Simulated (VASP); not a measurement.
# Ni2O5 (cubic X2O5 type) (Pn-3m) in VASP: notebook, part 2 of 2

VASP 6.6.1.

## (3) Single point, PBE

This run uses another cell than the first one, of 8.67 Å³/atom.

Contents of INCAR:

```
  PREC = Accurate
  ENCUT = 520
  EDIFF = 1E-6
  ISMEAR = -1
  SIGMA = 0.06122561905347299
  LREAL = F
  LASPH = T
  NELM = 100
  ALGO = Normal
  ISIF = 2
  LWAVE = F
  LCHARG = T
  GGA = PE
  LVHAR = T
  NBANDS = 63
  KPAR = 4
```

Contents of KPOINTS:

```
regular mesh
0
Gamma
  22 22 22
```

Contents of POSCAR:

```
Ni2O5
1.0
    4.9518356669      0.0000000000      0.0000000000
    0.0000000000      4.9518356669      0.0000000000
    0.0000000000      0.0000000000      4.9518356669
Ni O
4 10
Direct
    0.0000000000      0.0000000000      0.0000000000
    0.5000000000      0.5000000000      0.0000000000
    0.5000000000      0.0000000000      0.5000000000
    0.0000000000      0.5000000000      0.5000000000
    0.5000000000      0.0000000000      0.0000000000
    0.0000000000      0.5000000000      0.0000000000
    0.0000000000      0.0000000000      0.5000000000
    0.5000000000      0.5000000000      0.5000000000
    0.7500000000      0.7500000000      0.2500000000
    0.7500000000      0.2500000000      0.7500000000
    0.2500000000      0.7500000000      0.7500000000
    0.7500000000      0.2500000000      0.2500000000
    0.2500000000      0.7500000000      0.2500000000
    0.2500000000      0.2500000000      0.7500000000
```

Potentials or basis: VASP PAW PBE potentials, release 64 (Ni, O).

The run is started by

```console
$ cat potpaw_PBE.64/Ni/POTCAR potpaw_PBE.64/O/POTCAR > POTCAR
$ mpirun -np 4 vasp_std > vasp.out
```

OUTCAR:

```text
PREC = Accurate
   ENCUT = 520
   EDIFF = 1E-6
   ISMEAR = -1
   LREAL = F
   LASPH = T
   NELM = 100
   ISIF = 2
   GGA = PE

 ion  position               nearest neighbor table
   1  0.000  0.000  0.000-   9 2.14  10 2.14  11 2.14  12 2.14  13 2.14  14 2.14   5 2.48   6 2.48
                             7 2.48   7 2.48   6 2.48   5 2.48
   2  0.500  0.500  0.000-   9 2.14  10 2.14  11 2.14  12 2.14  13 2.14  14 2.14   5 2.48   6 2.48
                             8 2.48   8 2.48   5 2.48   6 2.48
   3  0.500  0.000  0.500-   9 2.14  10 2.14  11 2.14  12 2.14  13 2.14  14 2.14   5 2.48   7 2.48
                             8 2.48   5 2.48   8 2.48   7 2.48
   4  0.000  0.500  0.500-   9 2.14  10 2.14  11 2.14  12 2.14  13 2.14  14 2.14   6 2.48   7 2.48
                             8 2.48   6 2.48   7 2.48   8 2.48
   5  0.500  0.000  0.000-   1 2.48   2 2.48   3 2.48   3 2.48   2 2.48   1 2.48
   6  0.000  0.500  0.000-   1 2.48   2 2.48   4 2.48   4 2.48   1 2.48   2 2.48
   7  0.000  0.000  0.500-   1 2.48   3 2.48   4 2.48   1 2.48   4 2.48   3 2.48
[... 1791 lines left out ...]

  FORCE on cell =-STRESS in cart. coord.  units (eV):
  Direction    XX          YY          ZZ          XY          YZ          ZX
  --------------------------------------------------------------------------------------
  -------------------------------------------------------------------------------------
  Total       -0.1100862     -0.1100862     -0.1100862      0.0000000      0.0000000      0.0000000
  in kB       -1.4525952     -1.4525952     -1.4525952      0.0000000      0.0000000      0.0000000
  external PRESSURE =      -1.4525952 kB  Pullay stress =       0.0000000 kB

 VOLUME and BASIS-vectors are now :
 -----------------------------------------------------------------------------
  energy-cutoff  :      520.00
  volume of cell :      121.42
      direct lattice vectors                 reciprocal lattice vectors
     4.951835667  0.000000000  0.000000000     0.201945312  0.000000000  0.000000000
     0.000000000  4.951835667  0.000000000     0.000000000  0.201945312  0.000000000
     0.000000000  0.000000000  4.951835667     0.000000000  0.000000000  0.201945312

 POSITION                                       TOTAL-FORCE (eV/Angst)
 -----------------------------------------------------------------------------------
      0.00000      0.00000      0.00000         0.000000      0.000000      0.000000
      2.47592      2.47592      0.00000         0.000000      0.000000      0.000000
      2.47592      0.00000      2.47592         0.000000      0.000000      0.000000
      0.00000      2.47592      2.47592         0.000000      0.000000      0.000000
      2.47592      0.00000      0.00000         0.000000      0.000000      0.000000
      0.00000      2.47592      0.00000         0.000000      0.000000      0.000000
      0.00000      0.00000      2.47592         0.000000      0.000000      0.000000
      2.47592      2.47592      2.47592         0.000000      0.000000      0.000000
      3.71388      3.71388      1.23796         0.000000      0.000000      0.000000
      3.71388      1.23796      3.71388         0.000000      0.000000      0.000000
      1.23796      3.71388      3.71388         0.000000     -0.000000      0.000000
      3.71388      1.23796      1.23796        -0.000000      0.000000      0.000000
      1.23796      3.71388      1.23796        -0.000000     -0.000000     -0.000000
      1.23796      1.23796      3.71388        -0.000000     -0.000000     -0.000000
 -----------------------------------------------------------------------------------
    total drift:                               -0.000000      0.000000     -0.000000

  FREE ENERGIE OF THE ION-ELECTRON SYSTEM (eV)
  ---------------------------------------------------
  free  energy   TOTEN  =       -60.2129923654 eV

  energy  without entropy=      -60.0583560521  energy(sigma->0) =      -60.13567421
```

It took 15 min on 4 MPI ranks of Intel Xeon Platinum 8488C (Sapphire Rapids), shared host; peak memory 1.7 GiB.

What came out:

* Free energy: -60.2130 eV
* Pressure: -0.1 GPa
* Band gap on the k mesh: zero (bands 50 and 51 overlap by 0.42 eV)

Caveat: the run has no spin polarisation, though such a crystal can be magnetic; semilocal functionals often make such compounds metallic where correlation or magnetic order opens a gap, which also shifts bond lengths. Spin polarisation is off, so any magnetic state and its effect on volume and gap are missing.

## (4) Single point, PBE

This run uses another cell than the first one, of 9.19 Å³/atom.

Contents of INCAR:

```
SYSTEM = Ni2O5
PREC = Accurate
ENCUT = 520
EDIFF = 1E-6
ISMEAR = -1
SIGMA = 0.06122561905347299
LREAL = .FALSE.
LASPH = .TRUE.
NELM = 100
ALGO = Normal
ISIF = 2
LWAVE = .FALSE.
LCHARG = .FALSE.
GGA = PE
NBANDS = 63
KPAR = 4
```

Contents of KPOINTS:

```
regular mesh
0
G
  22 22 22
  0 0 0
```

POSCAR, as its differences from that of step 3:

```diff
@@ -2,5 +2,5 @@
 1.0
-    4.9518356669      0.0000000000      0.0000000000
-    0.0000000000      4.9518356669      0.0000000000
-    0.0000000000      0.0000000000      4.9518356669
+    5.0489551405      0.0000000000      0.0000000000
+    0.0000000000      5.0489551405      0.0000000000
+    0.0000000000      0.0000000000      5.0489551405
 Ni O
```

Potentials or basis: VASP PAW PBE potentials, release 64 (Ni, O).

The run is started by

```console
$ cat potpaw_PBE.64/Ni/POTCAR potpaw_PBE.64/O/POTCAR > POTCAR
$ mpirun -np 4 vasp_std > vasp.out
```

OUTCAR:

```text
SYSTEM = Ni2O5
   PREC = Accurate
   ENCUT = 520
   EDIFF = 1E-6
   ISMEAR = -1
   LREAL = .FALSE.
   LASPH = .TRUE.
   NELM = 100
   ISIF = 2
   GGA = PE

 ion  position               nearest neighbor table
   1  0.000  0.000  0.000-   9 2.19  10 2.19  11 2.19  12 2.19  13 2.19  14 2.19   5 2.52   6 2.52
                             7 2.52   7 2.52   6 2.52   5 2.52
   2  0.500  0.500  0.000-   9 2.19  10 2.19  11 2.19  12 2.19  13 2.19  14 2.19   5 2.52   6 2.52
                             8 2.52   8 2.52   5 2.52   6 2.52
   3  0.500  0.000  0.500-   9 2.19  10 2.19  11 2.19  12 2.19  13 2.19  14 2.19   5 2.52   7 2.52
                             8 2.52   5 2.52   8 2.52   7 2.52
   4  0.000  0.500  0.500-   9 2.19  10 2.19  11 2.19  12 2.19  13 2.19  14 2.19   6 2.52   7 2.52
                             8 2.52   6 2.52   7 2.52   8 2.52
   5  0.500  0.000  0.000-   1 2.52   2 2.52   3 2.52   3 2.52   2 2.52   1 2.52
   6  0.000  0.500  0.000-   1 2.52   2 2.52   4 2.52   4 2.52   1 2.52   2 2.52
[... 1792 lines left out ...]

  FORCE on cell =-STRESS in cart. coord.  units (eV):
  Direction    XX          YY          ZZ          XY          YZ          ZX
  --------------------------------------------------------------------------------------
  -------------------------------------------------------------------------------------
  Total       -7.3343759     -7.3343759     -7.3343759     -0.0000000     -0.0000000      0.0000000
  in kB      -91.2996705    -91.2996705    -91.2996705     -0.0000000     -0.0000000      0.0000000
  external PRESSURE =     -91.2996705 kB  Pullay stress =       0.0000000 kB

 VOLUME and BASIS-vectors are now :
 -----------------------------------------------------------------------------
  energy-cutoff  :      520.00
  volume of cell :      128.71
      direct lattice vectors                 reciprocal lattice vectors
     5.048955141  0.000000000  0.000000000     0.198060781  0.000000000  0.000000000
     0.000000000  5.048955141  0.000000000     0.000000000  0.198060781  0.000000000
     0.000000000  0.000000000  5.048955141     0.000000000  0.000000000  0.198060781

 POSITION                                       TOTAL-FORCE (eV/Angst)
 -----------------------------------------------------------------------------------
      0.00000      0.00000      0.00000         0.000000     -0.000000     -0.000000
      2.52448      2.52448      0.00000         0.000000     -0.000000     -0.000000
      2.52448      0.00000      2.52448         0.000000     -0.000000     -0.000000
      0.00000      2.52448      2.52448         0.000000     -0.000000     -0.000000
      2.52448      0.00000      0.00000         0.000000     -0.000000     -0.000000
      0.00000      2.52448      0.00000         0.000000     -0.000000     -0.000000
      0.00000      0.00000      2.52448         0.000000     -0.000000     -0.000000
      2.52448      2.52448      2.52448         0.000000     -0.000000     -0.000000
      3.78672      3.78672      1.26224         0.000000     -0.000000      0.000000
      3.78672      1.26224      3.78672         0.000000      0.000000      0.000000
      1.26224      3.78672      3.78672        -0.000000      0.000000     -0.000000
      3.78672      1.26224      1.26224         0.000000      0.000000     -0.000000
      1.26224      3.78672      1.26224        -0.000000     -0.000000      0.000000
      1.26224      1.26224      3.78672        -0.000000     -0.000000     -0.000000
 -----------------------------------------------------------------------------------
    total drift:                               -0.000000      0.000000     -0.000000

  FREE ENERGIE OF THE ION-ELECTRON SYSTEM (eV)
  ---------------------------------------------------
  free  energy   TOTEN  =       -60.0055898824 eV

  energy  without entropy=      -59.8359023668  energy(sigma->0) =      -59.92074612
```

OSZICAR:

```text
N       E                     dE             d eps       ncg     rms          rms(c)
DAV:   1     0.123975598216E+04    0.12398E+04   -0.46698E+04 45896   0.193E+03
DAV:   2     0.114281783788E+03   -0.11255E+04   -0.10420E+04 50149   0.518E+02
[... 14 lines left out ...]
DAV:  17    -0.600055846607E+02    0.17950E-03   -0.29316E-04 70066   0.176E-01    0.178E-02
DAV:  18    -0.600056100748E+02   -0.25414E-04   -0.85287E-05 57898   0.816E-02    0.620E-02
DAV:  19    -0.600056020445E+02    0.80303E-05   -0.94721E-06 47686   0.278E-02    0.466E-02
DAV:  20    -0.600055924612E+02    0.95833E-05   -0.34022E-06 31589   0.255E-02    0.212E-02
DAV:  21    -0.600055898639E+02    0.25973E-05   -0.31602E-06 34898   0.203E-02    0.153E-03
DAV:  22    -0.600055898824E+02   -0.18515E-07   -0.11423E-06 29316   0.651E-03
   1 F= -.60005590E+02 E0= -.59920746E+02  d E =-.169688E+00
```

It took 9.5 min on 4 MPI ranks of Intel Xeon 6975P-C (Granite Rapids), shared host; peak memory 1.7 GiB.

Results:

| Property | Result |
| --- | --- |
| Free energy | -60.0056 eV |
| Pressure | -9.1 GPa |
| Band gap on the k mesh | zero (bands 50 and 51 overlap by 0.39 eV) |

Levels at points of the mesh, in eV from the Fermi level:
```csv
k point,band 46,band 47,band 48,band 49,band 50,band 51,band 52,band 53,band 54,band 55
"(0.00, 0.00, 0.00)",-0.53,-0.53,-0.53,0.16,0.16,0.16,0.39,0.39,0.39,0.44
"(0.50, 0.00, 0.00)",-0.92,-0.84,-0.84,-0.39,-0.39,0.38,0.38,0.40,0.40,0.59
"(0.50, 0.50, 0.00)",-0.17,0.00,0.00,0.03,0.03,0.05,0.05,0.13,0.13,0.40
"(0.50, 0.50, 0.50)",-0.40,-0.27,-0.27,-0.17,-0.17,-0.17,0.43,0.59,0.59,0.59
```

Caveat: the cell stands under tension; the run has no spin polarisation, though such a crystal can be magnetic; semilocal functionals often make such compounds metallic where correlation or magnetic order opens a gap, which also shifts bond lengths. With open d or f shells a metallic result of PBE can be an artefact of self-interaction; +U or a hybrid may open a gap.

## (5) Overview

| cell | gap on the mesh (eV) | pressure (GPa) |
| --- | --- | --- |
| a = 4.919 Å, 14 atoms | none | 3.7 |
| a = 4.952 Å, 14 atoms | none | -0.1 |
| a = 5.049 Å, 14 atoms | none | -9.1 |

Alike in all rows: task single point; level PBE; potentials or basis VASP PAW PBE potentials, release 64 (Ni, O); no spin polarisation; k mesh 22 × 22 × 22; cutoff (eV) 520; smearing fermi-dirac 0.0612256 eV.

Caveats: the run has no spin polarisation, though such a crystal can be magnetic; semilocal functionals often make such compounds metallic where correlation or magnetic order opens a gap, which also shifts bond lengths; the cell stands under pressure (at least some runs); the cell stands under tension (at least some runs).

Total energies depend on the potentials used, so only differences within one code and one set of settings carry meaning.
